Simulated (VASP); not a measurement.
# Sn3Cl2 (P-3m1) in VASP: single point with PBE

Aim: the single point of Sn3Cl2 with PBE.

All numbers are computed with VASP 6.6.1; they aren't measurements. Logs are shortened: lines on timing, memory, paths and dates and some standing lists are left out, and cuts for length are marked.

## Step 1: The cell of the first run

It takes space group P-3m1 (No. 164, trigonal). The conventional cell has a = 4.547 Å, b = 4.547 Å, c = 11.699 Å, α = 90.00°, β = 90.00°, γ = 120.00°. Within 3.9 Å of Sn (site symmetry -3m) lie 6 Cl at 2.94 Å. Within 3.7 Å of Sn (site symmetry 3m) lie 3 Sn at 2.79 Å. Cl (site symmetry 3m) has 3 Sn at 2.94 Å and 3 Cl at 3.74 Å within 3.9 Å.

## Step 2: Single point, PBE

The input, INCAR:

```
SYSTEM = Sn3Cl2
PREC     = Accurate       ! precision mode
ENCUT    = 520            ! plane-wave cutoff, eV
EDIFF    = 1E-6           ! SCF threshold, eV
ISMEAR   = 0              ! smearing method
SIGMA    = 0.1            ! smearing width, eV
LREAL    = .FALSE.        ! projectors in reciprocal space
LASPH    = .TRUE.         ! aspherical terms in the spheres
NELM     = 100            ! most SCF steps
ALGO     = Normal         ! electronic algorithm
ISIF     = 2              ! what is computed and relaxed
LWAVE    = .FALSE.        ! write WAVECAR
LCHARG   = .FALSE.        ! write CHGCAR
GGA      = PE             ! functional
NBANDS   = 36             ! bands
```

The input, KPOINTS:

```
Automatic mesh
0
G
  12 12 4
  0 0 0
```

The input, POSCAR:

```
Sn3Cl2
1.0
    4.5470088561      0.0000000000      0.0000000000
   -2.2735044281      3.9378251806      0.0000000000
    0.0000000000      0.0000000000     11.6992897032
Sn Cl
3 2
Direct
    0.0000000000      0.0000000000      0.0000000000
    0.3333333333      0.6666666667      0.5397870743
    0.6666666667      0.3333333333      0.4602129257
    0.3333333333      0.6666666667      0.1135677597
    0.6666666667      0.3333333333      0.8864322403
```

Potentials or basis: VASP PAW PBE potentials, release 64 (Sn_d, Cl).

Started as:

```
$ cat potpaw_PBE.64/Sn_d/POTCAR potpaw_PBE.64/Cl/POTCAR > POTCAR
$ mpirun -np 1 vasp_std > vasp.out
```

OUTCAR:

```text
SYSTEM = Sn3Cl2
   PREC = Accurate
   ENCUT = 520
   EDIFF = 1E-6
   ISMEAR = 0
   LREAL = .FALSE.
   LASPH = .TRUE.
   NELM = 100
   ISIF = 2
   GGA = PE

 ion  position               nearest neighbor table
   1  0.000  0.000  0.000-   4 2.94   5 2.94   5 2.94   4 2.94   5 2.94   4 2.94
   2  0.333  0.667  0.540-   3 2.79   3 2.79   3 2.79
   3  0.667  0.333  0.460-   2 2.79   2 2.79   2 2.79
   4  0.333  0.667  0.114-   1 2.94   1 2.94   1 2.94
   5  0.667  0.333  0.886-   1 2.94   1 2.94   1 2.94

  LATTYP: Found a hexagonal cell.
 ALAT       =     4.5470088561
 C/A-ratio  =     2.5729639140

  Lattice vectors:

 A1 = (   4.5470088561,   0.0000000000,   0.0000000000)
 A2 = (  -2.2735044281,   3.9378251806,   0.0000000000)
 A3 = (   0.0000000000,   0.0000000000,  11.6992897032)

Analysis of symmetry for initial positions (statically):
=====================================================================
 Subroutine PRICEL returns:
 Original cell was already a primitive cell.

 Routine SETGRP: Setting up the symmetry group for a
 hexagonal supercell.

 Subroutine GETGRP returns: Found 12 space group operations
 (whereof 12 operations were pure point group operations)
 out of a pool of 24 trial point group operations.

The static configuration has the point symmetry D_3d.

Analysis of symmetry for dynamics (positions and initial velocities):
=====================================================================
 Subroutine PRICEL returns:
 Original cell was already a primitive cell.

 Routine SETGRP: Setting up the symmetry group for a
 hexagonal supercell.

 Subroutine GETGRP returns: Found 12 space group operations
 (whereof 12 operations were pure point group operations)
 out of a pool of 24 trial point group operations.

The dynamic configuration has the point symmetry D_3d.

 Subroutine INISYM returns: Found 12 space group operations
 (whereof 12 operations are pure point group operations),
 and found     1 'primitive' translations

----------------------------------------------------------------------------------------

                                     Primitive cell

  volume of cell :     209.4796

  direct lattice vectors                    reciprocal lattice vectors
     4.547008856  0.000000000  0.000000000     0.219924797  0.126973641  0.000000000
    -2.273504428  3.937825181  0.000000000     0.000000000  0.253947282  0.000000000
     0.000000000  0.000000000 11.699289703     0.000000000  0.000000000  0.085475275

  length of vectors
     4.547008856  4.547008856 11.699289703     0.253947282  0.253947282  0.085475275

  position of ions in fractional coordinates (direct lattice)
     0.000000000  0.000000000  0.000000000
     0.333333333  0.666666667  0.539787074
     0.666666667  0.333333333  0.460212926
     0.333333333  0.666666667  0.113567760
     0.666666667  0.333333333  0.886432240

  ion indices of the primitive-cell ions
   primitive index   ion index
                 1           1
                 2           2
                 3           3
                 4           4
                 5           5

----------------------------------------------------------------------------------------

 KPOINTS: Automatic mesh

Automatic generation of k-mesh.
 Grid dimensions read from file:
 generate k-points for:   12   12    4

 Generating k-lattice:

  Cartesian coordinates                     Fractional coordinates (reciprocal lattice)
     0.018327066  0.010581137  0.000000000     0.083333333 -0.000000000  0.000000000
     0.000000000  0.021162273  0.000000000     0.000000000  0.083333333  0.000000000
     0.000000000  0.000000000  0.021368819     0.000000000  0.000000000  0.250000000

  Length of vectors
     0.021162273  0.021162273  0.021368819

  Shift w.r.t. Gamma in fractional coordinates (k-lattice)
     0.000000000  0.000000000  0.000000000

 Subroutine IBZKPT returns following result:
 ===========================================

 Found     69 irreducible k-points:

 Following reciprocal coordinates:
            Coordinates               Weight
  0.000000  0.000000  0.000000      1.000000
  0.083333  0.000000  0.000000      6.000000
  0.166667 -0.000000  0.000000      6.000000
  0.250000 -0.000000  0.000000      6.000000
  0.333333 -0.000000  0.000000      6.000000
  0.416667  0.000000  0.000000      6.000000
[... 16 lines left out ...]
  0.166667 -0.000000  0.250000      6.000000
  0.000000  0.166667  0.250000      6.000000
 [... further k-points ...]
   k-points           NKPTS =     69   k-points in BZ     NKDIM =     69   number of bands    NBANDS=     36
   number of dos      NEDOS =    301   number of ions     NIONS =      5
   total plane-waves  NPLWV = 116640
   dimension x,y,z NGX =    36 NGY =   36 NGZ =   90
   dimension x,y,z NGXF=    72 NGYF=   72 NGZF=  180
   ions per type =               3   2
   NGX,Y,Z   is equivalent  to a cutoff of  13.16, 13.16, 12.79 a.u.
   NGXF,Y,Z  is equivalent  to a cutoff of  26.32, 26.32, 25.58 a.u.
 SYSTEM =  Sn3Cl2
   PREC   = accura    normal or accurate (medium, high low for compatibility)
   ISTART =      0    job   : 0-new  1-cont  2-samecut
   ICHARG =      2    charge: 1-file 2-atom 10-const
   ISPIN  =      1    spin polarized calculation?
   LNONCOLLINEAR =      F non collinear calculations
   LSORBIT =      F    spin-orbit coupling
   LASPH  =      T    aspherical Exc in radial PAW
   ENCUT  =  520.0 eV  38.22 Ry    6.18 a.u.   8.45  8.45 21.75*2*pi/ulx,y,z
   NELM   =    100;   NELMIN=  2; NELMDL= -5     # of ELM steps
   EDIFF  = 0.1E-05   stopping-criterion for ELM
   LREAL  =      F    real-space projection
   EDIFFG = 0.1E-04   stopping-criterion for IOM
   NSW    =      0    number of steps for IOM
   IBRION =     -1    ionic relax: 0-MD 1-quasi-New 2-CG
   NFREE  =      0    steps in history (QN), initial steepest desc. (CG)
   ISIF   =      2    stress and relaxation
   ISYM   =      2    0-nonsym 1-usesym 2-fastsym
   POTIM  = 0.5000    time-step for ionic-motion
   TEBEG  =    0.0;   TEEND  =   0.0 temperature during run
   PSTRESS=    0.0 pullay stress
   NELECT =      56.0000    total number of electrons
   NUPDOWN=      -1.0000    fix difference up-down
   EMIN   =  10.00;   EMAX   =-10.00  energy-range for DOS
   EFERMI =   0.00;   METHOD = LEGACY
   ISMEAR =     0;   SIGMA  =   0.10  broadening in eV -4-tet -1-fermi 0-gaus
   EFERMI_NEDOS =   21; number of points for ismear=-14 and -15
   IALGO  =     38    algorithm
   IMIX   =      4    mixing-type and parameters
     AMIX     =   0.40;   BMIX     =  1.00
     AMIX_MAG =   1.60;   BMIX_MAG =  1.00
  volume/ion in A,a.u.               =      41.90       282.73
  Fermi-wavevector in a.u.,A,eV,Ry     =   1.054606  1.992916 15.132317  1.112194
  Thomas-Fermi vector in A             =   2.189773
   LORBIT       =      0    0 simple, 1 ext, 2 COOP (PROOUT), +10 PAW based schemes
   GGA     = PE    functional components
   LHFCALC =     F    Hartree Fock is set to
   AEXX    =    0.0000 exact exchange contribution
   IVDW    =     0    specifies the selected vdW correction
   LEPSILON=     F    determine dielectric tensor
   LRPA    =     F    only Hartree local field effects (RPA)
 non-spin polarized calculation
 Gauss-broadening in eV      SIGMA  =   0.10
  energy-cutoff  :      520.00
  volume of cell :      209.48
 maximum number of plane-waves:      5701
 NGX is ok and might be reduce to    36
   NGX = 17   NGY = 17   NGZ = 43

 number of electron      55.9999984 magnetization

 Free energy of the ion-electron system (eV)
  ---------------------------------------------------
  ext. energy  EPLUGINS =         0.00000000
  ---------------------------------------------------
  free energy    TOTEN  =       -17.17221421 eV

  energy without entropy =      -17.16790402  energy(sigma->0) =      -17.17005912

 E-fermi :   2.3768     XC(G=0):  -7.1861

 val. band max:        2.3700791468   @ k =   0.3333   0.3333   0.5000
 cond. band min:       2.4026435297   @ k =   0.0000   0.0000   0.5000
 fundamental gap:      0.0325643829
 Fermi energy:         2.3767543029

 k-point     1 :       0.0000    0.0000    0.0000
  band No.  band energies     occupation
      1     -20.5572      2.00000
      2     -20.5384      2.00000
      3     -20.5384      2.00000
      4     -20.5042      2.00000
      5     -20.5042      2.00000
      6     -18.9432      2.00000
[... 28 lines left out ...]
     35       5.8823      0.00000
     36       7.9775      0.00000

 k-point     2 :       0.0833    0.0000    0.0000
  band No.  band energies     occupation
      1     -20.5569      2.00000
      2     -20.5388      2.00000
      3     -20.5384      2.00000
      4     -20.5046      2.00000
      5     -20.5038      2.00000
      6     -18.9451      2.00000
[... 28 lines left out ...]
     35       6.1117      0.00000
     36       7.9986      0.00000

 k-point     3 :       0.1667   -0.0000    0.0000
  band No.  band energies     occupation
      1     -20.5561      2.00000
      2     -20.5401      2.00000
      3     -20.5386      2.00000
      4     -20.5054      2.00000
      5     -20.5024      2.00000
      6     -18.9493      2.00000
[... 28 lines left out ...]
     35       6.6750      0.00000
     36       7.8745      0.00000
[... 742 lines left out ...]
 k-point    23 :       0.1667   -0.0000    0.2500
  band No.  band energies     occupation
      1     -20.5561      2.00000
      2     -20.5401      2.00000
      3     -20.5386      2.00000
      4     -20.5054      2.00000
      5     -20.5024      2.00000
      6     -18.9493      2.00000
[... 28 lines left out ...]
     35       6.6743      0.00000
     36       7.9111      0.00000

 k-point    24 :       0.0000    0.1667    0.2500
  band No.  band energies     occupation
      1     -20.5561      2.00000
      2     -20.5401      2.00000
      3     -20.5386      2.00000
      4     -20.5054      2.00000
      5     -20.5024      2.00000
      6     -18.9493      2.00000
[... 28 lines left out ...]
     35       6.6738      0.00000
     36       7.8473      0.00000

 [... further k-points ...]

------------------------ aborting loop because EDIFF is reached ----------------------------------------

  FORCE on cell =-STRESS in cart. coord.  units (eV):
  Direction    XX          YY          ZZ          XY          YZ          ZX
  --------------------------------------------------------------------------------------
  -------------------------------------------------------------------------------------
  Total       -0.0683008     -0.0683008     -0.0194103      0.0000000     -0.0000000     -0.0000000
  in kB       -0.5223899     -0.5223899     -0.1484570      0.0000000     -0.0000000     -0.0000000
  external PRESSURE =      -0.3977456 kB  Pullay stress =       0.0000000 kB

 VOLUME and BASIS-vectors are now :
 -----------------------------------------------------------------------------
  energy-cutoff  :      520.00
  volume of cell :      209.48
      direct lattice vectors                 reciprocal lattice vectors
     4.547008856  0.000000000  0.000000000     0.219924797  0.126973641  0.000000000
    -2.273504428  3.937825181  0.000000000     0.000000000  0.253947282  0.000000000
     0.000000000  0.000000000 11.699289703     0.000000000  0.000000000  0.085475275

 POSITION                                       TOTAL-FORCE (eV/Angst)
 -----------------------------------------------------------------------------------
      0.00000      0.00000      0.00000        -0.000000      0.000000      0.000000
     -0.00000      2.62522      6.31513         0.000000     -0.000000      0.001083
      2.27350      1.31261      5.38416        -0.000000      0.000000     -0.001083
     -0.00000      2.62522      1.32866         0.000000     -0.000000      0.002049
      2.27350      1.31261     10.37063        -0.000000      0.000000     -0.002049
 -----------------------------------------------------------------------------------
    total drift:                                0.000000      0.000000     -0.000000

  FREE ENERGIE OF THE ION-ELECTRON SYSTEM (eV)
  ---------------------------------------------------
  free  energy   TOTEN  =       -17.1722142118 eV

  energy  without entropy=      -17.1679040250  energy(sigma->0) =      -17.17005912
```

It took 15 min on 1 thread of Intel Xeon 8259CL, shared host; peak memory 0.6 GiB.

Results:

```yaml
Free_energy: -17.1722 eV
Pressure: 0.0 GPa
Band_gap_on_the_k_mesh: zero (bands 28 and 29 overlap by 0.05 eV)
```

Forces on the atoms (eV/Å):
```
Sn   0.000  0.000  0.000
Sn   0.000  0.000  0.001
Sn   0.000  0.000 -0.001
Cl   0.000  0.000  0.002
Cl   0.000  0.000 -0.002
```

Levels at points of the mesh, in eV from the Fermi level:
| k point | band 25 | band 26 | band 27 | band 28 | band 29 | band 30 | band 31 | band 32 |
| --- | --- | --- | --- | --- | --- | --- | --- | --- |
| (0.00, 0.00, 0.00) | -3.32 | -3.03 | -0.01 | 0.03 | 0.03 | 0.87 | 1.57 | 1.57 |
| (0.50, 0.00, 0.00) | -3.71 | -2.60 | -1.32 | -0.99 | 0.54 | 0.89 | 1.81 | 2.63 |
| (0.00, 0.00, 0.50) | -3.52 | -2.95 | -0.04 | 0.03 | 0.03 | 0.85 | 1.58 | 1.58 |
| (0.50, 0.00, 0.50) | -3.70 | -2.60 | -1.32 | -1.01 | 0.56 | 0.91 | 1.81 | 2.62 |

Caveat: spin-orbit coupling is left out, which moves the levels of the heavy elements.

The gap in the log of VASP goes by the Fermi energy; the results here count the filled bands.